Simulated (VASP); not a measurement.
# CdS (P6_3mc) in VASP: further runs, part 3 of 3

VASP 6.6.1. The steps go on from the part before.

## (4) Single point, PBE (strain -1.0%)

Contents of INCAR:

```
SYSTEM = CdS
ALGO = Normal
EDIFF = 1E-7
ENCUT = 520
GGA = PE
ISIF = 2
ISMEAR = -1
LASPH = .True.
LCHARG = .False.
LREAL = .False.
LWAVE = .False.
NBANDS = 26
NELM = 60
PREC = Accurate
SIGMA = 0.02
```

Contents of KPOINTS:

```
k-points
0
Gamma
  12 12 4
  0 0 0
```

Contents of POSCAR:

```
CdS
1.0
    4.1229552699      0.0000000000      0.0000000000
   -2.0614776350      3.5705840024      0.0000000000
    0.0000000000      0.0000000000      6.6983503851
Cd S
2 2
Direct
    0.3333333333      0.6666666667     -0.0009631164
    0.6666666667      0.3333333333      0.4990368836
    0.3333333333      0.6666666667      0.3759631164
    0.6666666667      0.3333333333      0.8759631164
```

Potentials or basis: VASP PAW PBE potentials, release 64 (Cd, S).

Started as:

```bash
> cat potpaw_PBE.64/Cd/POTCAR potpaw_PBE.64/S/POTCAR > POTCAR
> mpirun -np 1 vasp_std > vasp.out
```

OUTCAR:

```text
SYSTEM = CdS
   EDIFF = 1E-7
   ENCUT = 520
   GGA = PE
   ISIF = 2
   ISMEAR = -1
   LASPH = .True.
   LREAL = .False.
   NELM = 60
   PREC = Accurate

 ion  position               nearest neighbor table
   1  0.333  0.667  0.999-   4 2.52   4 2.52   4 2.52   3 2.52
   2  0.667  0.333  0.499-   3 2.52   3 2.52   3 2.52   4 2.52
   3  0.333  0.667  0.376-   2 2.52   2 2.52   2 2.52   1 2.52
   4  0.667  0.333  0.876-   1 2.52   1 2.52   1 2.52   2 2.52

  LATTYP: Found a hexagonal cell.
 ALAT       =     4.1229552699
 C/A-ratio  =     1.6246478428

  Lattice vectors:

 A1 = (   4.1229552699,   0.0000000000,   0.0000000000)
 A2 = (  -2.0614776350,   3.5705840024,   0.0000000000)
 A3 = (   0.0000000000,   0.0000000000,   6.6983503851)

Analysis of symmetry for initial positions (statically):
=====================================================================
 Subroutine PRICEL returns:
 Original cell was already a primitive cell.

 Routine SETGRP: Setting up the symmetry group for a
 hexagonal supercell.

 Subroutine GETGRP returns: Found 12 space group operations
 (whereof  6 operations were pure point group operations)
 out of a pool of 24 trial point group operations.

The static configuration has the point symmetry C_3v.
 The point group associated with its full space group is C_6v.

Analysis of symmetry for dynamics (positions and initial velocities):
=====================================================================
 Subroutine PRICEL returns:
 Original cell was already a primitive cell.

 Routine SETGRP: Setting up the symmetry group for a
 hexagonal supercell.

 Subroutine GETGRP returns: Found 12 space group operations
 (whereof  6 operations were pure point group operations)
 out of a pool of 24 trial point group operations.

The dynamic configuration has the point symmetry C_3v.
 The point group associated with its full space group is C_6v.

 Subroutine INISYM returns: Found 12 space group operations
 (whereof  6 operations are pure point group operations),
 and found     1 'primitive' translations

----------------------------------------------------------------------------------------

                                     Primitive cell

  volume of cell :      98.6088

  direct lattice vectors                    reciprocal lattice vectors
     4.122955270  0.000000000  0.000000000     0.242544470  0.140033115  0.000000000
    -2.061477635  3.570584002  0.000000000     0.000000000  0.280066230  0.000000000
     0.000000000  0.000000000  6.698350385     0.000000000  0.000000000  0.149290488

  length of vectors
     4.122955270  4.122955270  6.698350385     0.280066230  0.280066230  0.149290488

  position of ions in fractional coordinates (direct lattice)
     0.333333333  0.666666667  0.999036884
     0.666666667  0.333333333  0.499036884
     0.333333333  0.666666667  0.375963116
     0.666666667  0.333333333  0.875963116

  ion indices of the primitive-cell ions
   primitive index   ion index
                 1           1
                 2           2
                 3           3
                 4           4

----------------------------------------------------------------------------------------

 KPOINTS: k-points

Automatic generation of k-mesh.
 Grid dimensions read from file:
 generate k-points for:   12   12    4

 Generating k-lattice:

  Cartesian coordinates                     Fractional coordinates (reciprocal lattice)
     0.020212039  0.011669426  0.000000000     0.083333333 -0.000000000  0.000000000
     0.000000000  0.023338852  0.000000000     0.000000000  0.083333333  0.000000000
     0.000000000  0.000000000  0.037322622     0.000000000  0.000000000  0.250000000

  Length of vectors
     0.023338852  0.023338852  0.037322622

  Shift w.r.t. Gamma in fractional coordinates (k-lattice)
     0.000000000  0.000000000  0.000000000

 Subroutine IBZKPT returns following result:
 ===========================================

 Found     57 irreducible k-points:

 Following reciprocal coordinates:
            Coordinates               Weight
  0.000000  0.000000  0.000000      1.000000
  0.083333  0.000000  0.000000      6.000000
  0.166667  0.000000  0.000000      6.000000
  0.250000  0.000000  0.000000      6.000000
  0.333333  0.000000  0.000000      6.000000
  0.416667  0.000000  0.000000      6.000000
[... 16 lines left out ...]
  0.250000  0.000000  0.250000     12.000000
  0.333333  0.000000  0.250000     12.000000
 [... further k-points ...]
   k-points           NKPTS =     57   k-points in BZ     NKDIM =     57   number of bands    NBANDS=     26
   number of dos      NEDOS =    301   number of ions     NIONS =      4
   total plane-waves  NPLWV =  51200
   dimension x,y,z NGX =    32 NGY =   32 NGZ =   50
   dimension x,y,z NGXF=    64 NGYF=   64 NGZF=  100
   ions per type =               2   2
   NGX,Y,Z   is equivalent  to a cutoff of  12.90, 12.90, 12.41 a.u.
   NGXF,Y,Z  is equivalent  to a cutoff of  25.81, 25.81, 24.82 a.u.
 SYSTEM =  CdS
   PREC   = accura    normal or accurate (medium, high low for compatibility)
   ISTART =      0    job   : 0-new  1-cont  2-samecut
   ICHARG =      2    charge: 1-file 2-atom 10-const
   ISPIN  =      1    spin polarized calculation?
   LNONCOLLINEAR =      F non collinear calculations
   LSORBIT =      F    spin-orbit coupling
   LASPH  =      T    aspherical Exc in radial PAW
   ENCUT  =  520.0 eV  38.22 Ry    6.18 a.u.   7.67  7.67 12.45*2*pi/ulx,y,z
   NELM   =     60;   NELMIN=  2; NELMDL= -5     # of ELM steps
   EDIFF  = 0.1E-06   stopping-criterion for ELM
   LREAL  =      F    real-space projection
   EDIFFG = 0.1E-05   stopping-criterion for IOM
   NSW    =      0    number of steps for IOM
   IBRION =     -1    ionic relax: 0-MD 1-quasi-New 2-CG
   NFREE  =      0    steps in history (QN), initial steepest desc. (CG)
   ISIF   =      2    stress and relaxation
   ISYM   =      2    0-nonsym 1-usesym 2-fastsym
   POTIM  = 0.5000    time-step for ionic-motion
   TEBEG  =    0.0;   TEEND  =   0.0 temperature during run
   PSTRESS=    0.0 pullay stress
   NELECT =      36.0000    total number of electrons
   NUPDOWN=      -1.0000    fix difference up-down
   EMIN   =  10.00;   EMAX   =-10.00  energy-range for DOS
   EFERMI =   0.00;   METHOD = LEGACY
   ISMEAR =    -1;   SIGMA  =   0.02  broadening in eV -4-tet -1-fermi 0-gaus
   EFERMI_NEDOS =   21; number of points for ismear=-14 and -15
   IALGO  =     38    algorithm
   IMIX   =      4    mixing-type and parameters
     AMIX     =   0.40;   BMIX     =  1.00
     AMIX_MAG =   1.60;   BMIX_MAG =  1.00
  volume/ion in A,a.u.               =      24.65       166.36
  Fermi-wavevector in a.u.,A,eV,Ry     =   1.170048  2.211070 18.626550  1.369013
  Thomas-Fermi vector in A             =   2.306512
   LORBIT       =      0    0 simple, 1 ext, 2 COOP (PROOUT), +10 PAW based schemes
   GGA     = PE    functional components
   LHFCALC =     F    Hartree Fock is set to
   AEXX    =    0.0000 exact exchange contribution
   IVDW    =     0    specifies the selected vdW correction
   LEPSILON=     F    determine dielectric tensor
   LRPA    =     F    only Hartree local field effects (RPA)
 non-spin polarized calculation
  energy-cutoff  :      520.00
  volume of cell :       98.61
 maximum number of plane-waves:      2683
 NGX is ok and might be reduce to    32
   NGX = 15   NGY = 15   NGZ = 25

 number of electron      35.9999996 magnetization

 Free energy of the ion-electron system (eV)
  ---------------------------------------------------
  ext. energy  EPLUGINS =         0.00000000
  ---------------------------------------------------
  free energy    TOTEN  =       -12.23317925 eV

  energy without entropy =      -12.23317925  energy(sigma->0) =      -12.23317925

 E-fermi :   1.7627     XC(G=0):  -9.1732

 val. band max:        1.3643756398   @ k =   0.0000   0.0000   0.0000
 cond. band min:       2.6108250912   @ k =   0.0000   0.0000   0.0000
 fundamental gap:      1.2464494514
 Fermi energy:         1.7627117363

 k-point     1 :       0.0000    0.0000    0.0000
  band No.  band energies     occupation
      1     -11.0462      2.00000
      2     -10.6071      2.00000
      3      -6.3623      2.00000
      4      -6.3571      2.00000
      5      -6.3571      2.00000
      6      -6.2710      2.00000
[... 18 lines left out ...]
     25       8.9577      0.00000
     26       9.1259      0.00000
[... 644 lines left out ...]
      4      -6.2360      2.00000
      5      -6.1673      2.00000
      6      -6.1251      2.00000
[... 18 lines left out ...]
     25       9.2975      0.00000
     26      10.4816      0.00000

 [... further k-points ...]
[... 5 lines left out ...]
  --------------------------------------------------------------------------------------
  -------------------------------------------------------------------------------------
  Total        2.2428640      2.2428640      2.2925927     -0.0000000      0.0000000      0.0000000
  in kB       36.4416288     36.4416288     37.2496117     -0.0000000      0.0000000      0.0000000
  external PRESSURE =      36.7109565 kB  Pullay stress =       0.0000000 kB

 VOLUME and BASIS-vectors are now :
 -----------------------------------------------------------------------------
  energy-cutoff  :      520.00
  volume of cell :       98.61
      direct lattice vectors                 reciprocal lattice vectors
     4.122955270  0.000000000  0.000000000     0.242544470  0.140033115  0.000000000
    -2.061477635  3.570584002  0.000000000     0.000000000  0.280066230  0.000000000
     0.000000000  0.000000000  6.698350385     0.000000000  0.000000000  0.149290488

 POSITION                                       TOTAL-FORCE (eV/Angst)
 -----------------------------------------------------------------------------------
     -0.00000      2.38039      6.69190        -0.000000     -0.000000      0.002779
      2.06148      1.19019      3.34272         0.000000     -0.000000      0.002779
     -0.00000      2.38039      2.51833        -0.000000      0.000000     -0.002779
      2.06148      1.19019      5.86751        -0.000000     -0.000000     -0.002779
 -----------------------------------------------------------------------------------
    total drift:                               -0.000000     -0.000000     -0.000059

  FREE ENERGIE OF THE ION-ELECTRON SYSTEM (eV)
  ---------------------------------------------------
  free  energy   TOTEN  =       -12.2331792500 eV

  energy  without entropy=      -12.2331792499  energy(sigma->0) =      -12.23317925
```

stdout:

```text
POSCAR found type information on POSCAR CdS
 POSCAR found :  2 types and       4 ions
 scaLAPACK will be used
 LDA part: xc-table for (Slater+PW92), standard interpolation
 POSCAR, INCAR and KPOINTS ok, starting setup
 FFT: planning ... GRIDC
 FFT: planning ... GRID_SOFT
 FFT: planning ... GRID
 WAVECAR not read
 entering main loop
```

Run time: 3.8 min. Hardware: 1 thread of Intel Xeon 8259CL, shared host; peak memory 0.29 GiB.

Results:

* Free energy: -12.2332 eV
* Pressure: 3.7 GPa
* Band gap on the k mesh: 1.25 eV

Forces in eV/Å, atoms in the order of the input:
```
Cd   0.000  0.000  0.003
Cd   0.000  0.000  0.003
S    0.000  0.000 -0.003
S    0.000  0.000 -0.003
```

Stress tensor (GPa, compression positive):
```
3.64 0.00 0.00
0.00 3.64 0.00
0.00 0.00 3.72
```

Levels at points of the mesh, in eV from the valence-band top:
```tsv
k point	band 14	band 15	band 16	band 17	band 18	band 19	band 20	band 21	band 22	band 23
(0.00, 0.00, 0.00)	-0.77	-0.77	-0.04	0.00	0.00	1.25	2.80	6.47	6.47	6.80
(0.50, 0.00, 0.00)	-3.56	-2.68	-1.91	-1.31	-0.77	3.75	3.88	5.11	6.46	7.04
(0.00, 0.00, 0.50)	-2.48	-0.40	-0.40	-0.40	-0.40	2.88	2.88	6.21	6.21	6.83
(0.50, 0.00, 0.50)	-4.18	-1.37	-1.37	-1.34	-1.34	3.50	3.50	5.39	5.39	7.96
```

Caveat: the cell differs from its parent crystal (strain -1.0%); the cell stands under pressure. A k mesh can miss the band edges.

## (5) Single point, PBE

This run uses another cell than the first one, of 25.41 Å³/atom.

Contents of INCAR:

```
SYSTEM = CdS
PREC = Accurate ; ENCUT = 520
EDIFF = 1E-6 ; ISMEAR = -1
SIGMA = 0.02 ; LREAL = .False.
LASPH = .True. ; NELM = 80
ALGO = Normal ; ISIF = 2
LWAVE = .False. ; LCHARG = .True.
GGA = PE ; LELF = .True.
LVHAR = .True. ; NBANDS = 26
```

Contents of KPOINTS:

```
Automatic mesh
0
Gamma
  12 12 4
  0 0 0
```

Contents of POSCAR:

```
CdS
1.0
    4.1646012827      0.0000000000      0.0000000000
   -2.0823006414      3.6066505075      0.0000000000
    0.0000000000      0.0000000000      6.7660104900
Cd S
2 2
Direct
    0.3333333333      0.6666666667     -0.0009631164
    0.6666666667      0.3333333333      0.4990368836
    0.3333333333      0.6666666667      0.3759631164
    0.6666666667      0.3333333333      0.8759631164
```

Started as:

```bash
> cat potpaw_PBE.64/Cd/POTCAR potpaw_PBE.64/S/POTCAR > POTCAR
> mpirun -np 1 vasp_std > vasp.out
```

It took 3.5 min on 1 thread of Intel Xeon 8259CL, shared host; peak memory 0.29 GiB.

The run converged. Its results:

```
Free energy            : -12.2838 eV
Pressure               : 1.7 GPa
Band gap on the k mesh : 1.17 eV
```

Stress tensor (GPa, compression positive):
```
1.67 0.00 0.00
0.00 1.67 0.00
0.00 0.00 1.75
```

Levels at points of the mesh, in eV from the valence-band top:
| k point | band 16 | band 17 | band 18 | band 19 | band 20 | band 21 |
| --- | --- | --- | --- | --- | --- | --- |
| (0.00, 0.00, 0.00) | -0.04 | 0.00 | 0.00 | 1.17 | 2.76 | 6.48 |
| (0.50, 0.00, 0.00) | -1.81 | -1.24 | -0.73 | 3.68 | 3.88 | 5.12 |
| (0.00, 0.00, 0.50) | -0.38 | -0.38 | -0.38 | 2.81 | 2.81 | 6.17 |
| (0.50, 0.00, 0.50) | -1.30 | -1.27 | -1.27 | 3.48 | 3.48 | 5.37 |

A k mesh can miss the band edges.

## (6) Single point, PBE (strain +1.0%)

Contents of INCAR:

```
ALGO = Normal
EDIFF = 1E-6
ENCUT = 520
GGA = PE
ISIF = 2
ISMEAR = -1
LASPH = T
LCHARG = F
LREAL = F
LWAVE = F
NBANDS = 26
NELM = 60
PREC = Accurate
SIGMA = 0.02
```

Contents of KPOINTS:

```
k-points
0
Gamma
  12 12 4
```

Contents of POSCAR:

```
CdS
1.0
    4.2062472956      0.0000000000      0.0000000000
   -2.1031236478      3.6427170126      0.0000000000
    0.0000000000      0.0000000000      6.8336705949
Cd S
2 2
Direct
    0.3333333333      0.6666666667     -0.0009631164
    0.6666666667      0.3333333333      0.4990368836
    0.3333333333      0.6666666667      0.3759631164
    0.6666666667      0.3333333333      0.8759631164
```

Potentials or basis: VASP PAW PBE potentials, release 64 (Cd, S).

Started as:

```bash
> cat potpaw_PBE.64/Cd/POTCAR potpaw_PBE.64/S/POTCAR > POTCAR
> mpirun -np 1 vasp_std > vasp.out
```

It took 3.4 min on 1 thread of Intel Xeon 8259CL, shared host; peak memory 0.3 GiB.

It converged, with:

- Free energy: -12.3002 eV
- Pressure: 0.0 GPa
- Band gap on the k mesh: 1.10 eV

Stress tensor (GPa, compression positive):
```
-0.03  0.00  0.00
 0.00 -0.03  0.00
 0.00  0.00  0.05
```

Levels at points of the mesh, in eV from the valence-band top:
| k point | band 15 | band 16 | band 17 | band 18 | band 19 | band 20 | band 21 | band 22 |
| --- | --- | --- | --- | --- | --- | --- | --- | --- |
| (0.00, 0.00, 0.00) | -0.69 | -0.03 | 0.00 | 0.00 | 1.10 | 2.72 | 6.48 | 6.48 |
| (0.50, 0.00, 0.00) | -2.42 | -1.71 | -1.17 | -0.69 | 3.61 | 3.87 | 5.13 | 6.24 |
| (0.00, 0.00, 0.50) | -0.36 | -0.36 | -0.36 | -0.36 | 2.74 | 2.74 | 6.14 | 6.14 |
| (0.50, 0.00, 0.50) | -1.23 | -1.23 | -1.21 | -1.21 | 3.46 | 3.46 | 5.35 | 5.35 |

Caveat: the cell differs from its parent crystal (strain +1.0%). A k mesh can miss the band edges.

## (7) Overview

| cell | gap on the mesh (eV) | pressure (GPa) |
| --- | --- | --- |
| a = 4.040, b = 4.040, c = 6.563 Å, angles 90.0, 90.0, 120.0°, 4 atoms | 1.39 | 8.5 |
| a = 4.081, b = 4.081, c = 6.631 Å, angles 90.0, 90.0, 120.0°, 4 atoms | 1.32 | 5.9 |
| a = 4.123, b = 4.123, c = 6.698 Å, angles 90.0, 90.0, 120.0°, 4 atoms | 1.25 | 3.7 |
| a = 4.165, b = 4.165, c = 6.766 Å, angles 90.0, 90.0, 120.0°, 4 atoms | 1.17 | 1.7 |
| a = 4.206, b = 4.206, c = 6.834 Å, angles 90.0, 90.0, 120.0°, 4 atoms | 1.10 | 0.0 |

Alike in all rows: task single point; level PBE; potentials or basis VASP PAW PBE potentials, release 64 (Cd, S); no spin polarisation; k mesh 12 × 12 × 4; cutoff (eV) 520; smearing fermi-dirac 0.02 eV.

Caveats: the cell stands under pressure (at least some runs).

Total energies depend on the potentials used, so only differences within one code and one set of settings carry meaning.
